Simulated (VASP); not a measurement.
# BaTiO3 (Amm2) in VASP: a series of runs, part 3 of 3

VASP 6.6.1. The steps go on from the part before.

### 4 Electric field gradients, PBE (volume scaled by 1.01)

INCAR reads:

```
SYSTEM = BaTiO3
  PREC = Accurate
  ENCUT = 520
  EDIFF = 1E-8
  ISMEAR = -1
  SIGMA = 0.05
  LREAL = .FALSE.
  LASPH = .TRUE.
  NELM = 80
  ALGO = Normal
  ISIF = 2
  LWAVE = .FALSE.
  LCHARG = .FALSE.
  GGA = PE
  LEFG = .TRUE.
  NBANDS = 28
```

KPOINTS reads:

```
regular mesh
0
G
  8 8 8
  0 0 0
```

POSCAR reads:

```
BaTiO3
1.0
    3.9973363099      0.0000000000      0.0000000000
    0.0000000000      2.8464754845      2.8552545545
    0.0000000000     -2.8464754845      2.8552545545
Ba Ti O
1 1 3
Direct
    0.0000000000      0.0000000000      0.0000000000
    0.5000000000      0.5079000000      0.5079000000
    0.0000000000      0.4921000000      0.4921000000
    0.5000000000      0.5025100000      0.9937100000
    0.5000000000      0.9937100000      0.5025100000
```

Potentials or basis: VASP PAW PBE potentials, release 64 (Ba_sv, Ti_sv, O).

The run is started by

```bash
$ cat potpaw_PBE.64/Ba_sv/POTCAR potpaw_PBE.64/Ti_sv/POTCAR potpaw_PBE.64/O/POTCAR > POTCAR
$ mpirun -np 1 vasp_std > vasp.out
```

OUTCAR:

```text
SYSTEM = BaTiO3
   PREC = Accurate
   ENCUT = 520
   EDIFF = 1E-8
   ISMEAR = -1
   LREAL = .FALSE.
   LASPH = .TRUE.
   NELM = 80
   ISIF = 2
   GGA = PE

 ion  position               nearest neighbor table
   1  0.000  0.000  0.000-   3 2.81   4 2.83   5 2.83   4 2.83   5 2.83   4 2.85   5 2.85   5 2.85
                             4 2.85   3 2.85   3 2.85   3 2.90   2 3.45   2 3.45   2 3.48   2 3.48
   2  0.500  0.508  0.508-   4 1.96   5 1.96   3 2.00   3 2.00   5 2.07   4 2.07   1 3.45   1 3.45
                             1 3.48   1 3.48   1 3.48   1 3.48   1 3.52   1 3.52
   3  0.000  0.492  0.492-   2 2.00   2 2.00   1 2.81   1 2.85   1 2.85   1 2.90
   4  0.500  0.503  0.994-   2 1.96   2 2.07   1 2.83   1 2.83   1 2.85   1 2.85
   5  0.500  0.994  0.503-   2 1.96   2 2.07   1 2.83   1 2.83   1 2.85   1 2.85

  LATTYP: Found a base centered orthorhombic cell.
 ALAT       =     5.6929509690
 B/A-ratio  =     1.0030841896
 C/A-ratio  =     0.7021554079

  Lattice vectors:

 A1 = (   0.0000000000,   2.8464754845,  -2.8552545545)
 A2 = (   0.0000000000,   2.8464754845,   2.8552545545)
 A3 = (   3.9973363099,   0.0000000000,   0.0000000000)

Analysis of symmetry for initial positions (statically):
=====================================================================
 Subroutine PRICEL returns:
 Original cell was already a primitive cell.

 Routine SETGRP: Setting up the symmetry group for a
 base centered orthorhombic supercell.

 Subroutine GETGRP returns: Found  4 space group operations
 (whereof  4 operations were pure point group operations)
 out of a pool of  8 trial point group operations.

The static configuration has the point symmetry C_2v.

Analysis of symmetry for dynamics (positions and initial velocities):
=====================================================================
 Subroutine PRICEL returns:
 Original cell was already a primitive cell.

 Routine SETGRP: Setting up the symmetry group for a
 base centered orthorhombic supercell.

 Subroutine GETGRP returns: Found  4 space group operations
 (whereof  4 operations were pure point group operations)
 out of a pool of  8 trial point group operations.

The dynamic configuration has the point symmetry C_2v.

 Subroutine INISYM returns: Found  4 space group operations
 (whereof  4 operations are pure point group operations),
 and found     1 'primitive' translations

----------------------------------------------------------------------------------------

                                     Primitive cell

  volume of cell :      64.9760

  direct lattice vectors                    reciprocal lattice vectors
     3.997336310  0.000000000  0.000000000     0.250166592  0.000000000  0.000000000
     0.000000000  2.846475484  2.855254555     0.000000000  0.175655825  0.175115735
     0.000000000 -2.846475484  2.855254555     0.000000000 -0.175655825  0.175115735

  length of vectors
     3.997336310  4.031736754  4.031736754     0.250166592  0.248033243  0.248033243

  position of ions in fractional coordinates (direct lattice)
     0.000000000  0.000000000  0.000000000
     0.500000000  0.507900000  0.507900000
     0.000000000  0.492100000  0.492100000
     0.500000000  0.502510000  0.993710000
     0.500000000  0.993710000  0.502510000

[... 102 lines left out ...]
  Thomas-Fermi vector in A             =   2.516378
   LORBIT       =      0    0 simple, 1 ext, 2 COOP (PROOUT), +10 PAW based schemes
   GGA     = PE    functional components
   LHFCALC =     F    Hartree Fock is set to
   AEXX    =    0.0000 exact exchange contribution
   IVDW    =     0    specifies the selected vdW correction
   LEPSILON=     F    determine dielectric tensor
   LRPA    =     F    only Hartree local field effects (RPA)
 non-spin polarized calculation
  energy-cutoff  :      520.00
  volume of cell :       64.98
 maximum number of plane-waves:      1778
 NGX is ok and might be reduce to    30
   NGX = 15   NGY = 15   NGZ = 15

 number of electron      39.9999991 magnetization

 Free energy of the ion-electron system (eV)
  ---------------------------------------------------
  ext. energy  EPLUGINS =         0.00000000
  ---------------------------------------------------
  free energy    TOTEN  =       -39.98649112 eV

  energy without entropy =      -39.98649112  energy(sigma->0) =      -39.98649112

 E-fermi :   4.6488     XC(G=0): -11.1880

 val. band max:        3.7336119317   @ k =   0.5000   0.5000   0.5000
 cond. band min:       5.5051558452   @ k =   0.0000   0.0000   0.0000
 fundamental gap:      1.7715439135
 Fermi energy:         4.6488076472

 k-point     1 :       0.0000    0.0000    0.0000
  band No.  band energies     occupation
      1     -52.9215      2.00000
      2     -29.1336      2.00000
      3     -29.1318      2.00000
      4     -29.1272      2.00000
      5     -21.1182      2.00000
      6     -13.1309      2.00000
[... 733 lines left out ...]
     27      11.7204      0.00000
     28      13.2552      0.00000

 [... further k-points ...]

------------------------ aborting loop because EDIFF is reached ----------------------------------------

  FORCE on cell =-STRESS in cart. coord.  units (eV):
  Direction    XX          YY          ZZ          XY          YZ          ZX
  --------------------------------------------------------------------------------------
  -------------------------------------------------------------------------------------
  Total        1.0689731      0.8034932      0.5189768      0.0000000      0.0000000      0.0000000
  in kB       26.3587249     19.8125255     12.7969221      0.0000000      0.0000000      0.0000000
  external PRESSURE =      19.6560575 kB  Pullay stress =       0.0000000 kB

 VOLUME and BASIS-vectors are now :
 -----------------------------------------------------------------------------
  energy-cutoff  :      520.00
  volume of cell :       64.98
      direct lattice vectors                 reciprocal lattice vectors
     3.997336310  0.000000000  0.000000000     0.250166592  0.000000000  0.000000000
     0.000000000  2.846475484  2.855254555     0.000000000  0.175655825  0.175115735
     0.000000000 -2.846475484  2.855254555     0.000000000 -0.175655825  0.175115735

 POSITION                                       TOTAL-FORCE (eV/Angst)
 -----------------------------------------------------------------------------------
      0.00000      0.00000      0.00000         0.000000      0.000000      0.086231
      1.99867      0.00000      2.90037         0.000000      0.000000      0.211945
      0.00000      0.00000      2.81014         0.000000      0.000000      0.101131
      1.99867     -1.39819      4.27209         0.000000      0.021352     -0.199654
      1.99867      1.39819      4.27209         0.000000     -0.021352     -0.199654
 -----------------------------------------------------------------------------------
    total drift:                                0.000000     -0.000000     -0.000197

  FREE ENERGIE OF THE ION-ELECTRON SYSTEM (eV)
  ---------------------------------------------------
  free  energy   TOTEN  =       -39.9864911212 eV

  energy  without entropy=      -39.9864911199  energy(sigma->0) =      -39.98649112

 Electric field gradients (V/A^2)
---------------------------------------------------------------------
 ion       V_xx      V_yy      V_zz      V_xy      V_xz      V_yz
---------------------------------------------------------------------
   1       0.677    -1.312     0.635     0.000    -0.000     0.000
   2      -5.786     3.046     2.741    -0.000    -0.000    -0.000
   3      25.101   -12.122   -12.978     0.000    -0.000     0.000
   4     -13.564     6.287     7.277     0.000     0.000   -18.908
   5     -13.564     6.287     7.277    -0.000     0.000    18.908
---------------------------------------------------------------------

 Electric field gradients after diagonalization (V/A^2)
 (convention: |V_zz| > |V_xx| > |V_yy|)
----------------------------------------------------------------------
 ion       V_xx      V_yy      V_zz     asymmetry (V_yy - V_xx)/ V_zz
----------------------------------------------------------------------
   1       0.677     0.635    -1.312       0.031
   2       3.046     2.741    -5.786       0.053
   3     -12.978   -12.122    25.101       0.034
   4     -13.564   -12.133    25.697       0.056
   5     -13.564   -12.133    25.697       0.056
----------------------------------------------------------------------

           NMR quadrupolar parameters

 Cq : quadrupolar parameter    Cq=e*Q*V_zz/h
 eta: asymmetry parameters     (V_yy - V_xx)/ V_zz
 Q  : nuclear electric quadrupole moment in mb (millibarn)
----------------------------------------------------------------------
 ion       Cq(MHz)       eta       Q (mb)
----------------------------------------------------------------------
   1      -0.003       0.031       1.000
   2      -0.014       0.053       1.000
   3       0.061       0.034       1.000
   4       0.062       0.056       1.000
   5       0.062       0.056       1.000
----------------------------------------------------------------------
```

stdout:

```text
POSCAR found type information on POSCAR BaTiO
 POSCAR found :  3 types and       5 ions
 scaLAPACK will be used
 LDA part: xc-table for (Slater+PW92), standard interpolation
 POSCAR, INCAR and KPOINTS ok, starting setup
 FFT: planning ... GRIDC
 FFT: planning ... GRID_SOFT
 FFT: planning ... GRID
 WAVECAR not read
 entering main loop
ion   1

ion   2

ion   3

ion   4

ion   5
```

It took 2.4 min on 1 thread of Intel Xeon Platinum 8488C (Sapphire Rapids), shared host; peak memory 0.31 GiB.

What came out:

```yaml
Free_energy: -39.9865 eV
Pressure: 2.0 GPa
Largest_force: 0.212 eV/Å
Band_gap_on_the_k_mesh: 1.77 eV, indirect (least direct gap 1.96 eV)
```

Forces in eV/Å, atoms in the order of the input:
```
Ba   0.000  0.000  0.086
Ti   0.000  0.000  0.212
O    0.000  0.000  0.101
O    0.000  0.021 -0.200
O    0.000 -0.021 -0.200
```

Electric field gradients, principal values (V/Å²):
| atom | least | middle | greatest (by size) |
| --- | --- | --- | --- |
| 1 Ba | 0.635 | 0.677 | -1.312 |
| 2 Ti | 2.741 | 3.046 | -5.786 |
| 3 O | -12.122 | -12.978 | 25.101 |
| 4 O | -12.133 | -13.564 | 25.697 |
| 5 O | -12.133 | -13.564 | 25.697 |

Caveat: without QUAD_EFG the Cq values of the log hold for a quadrupole moment of 1 mb, not for the nuclei; spin-orbit coupling is left out, which moves the levels of the heavy elements. A k mesh can miss the band edges.

### 5 Summary

```tsv
cell	gap on the mesh (eV)	pressure (GPa)	largest force (eV/Å)
a = 3.903, b = 3.936, c = 3.936 Å, angles 89.8, 90.0, 90.0°, 5 atoms	1.91	16.3	0.18
a = 3.957, b = 3.991, c = 3.991 Å, angles 89.8, 90.0, 90.0°, 5 atoms	1.83	7.4	0.15
a = 3.997, b = 4.032, c = 4.032 Å, angles 89.8, 90.0, 90.0°, 5 atoms	1.77	2.0	0.21
```

Alike in all rows: task electric field gradients; level PBE; potentials or basis VASP PAW PBE potentials, release 64 (Ba_sv, Ti_sv, O); no spin polarisation; k mesh 8 × 8 × 8; cutoff (eV) 520; smearing fermi-dirac 0.05 eV.

Caveats: spin-orbit coupling is left out, which moves the levels of the heavy elements.

Absolute energies hang on the potentials; compare differences alone.
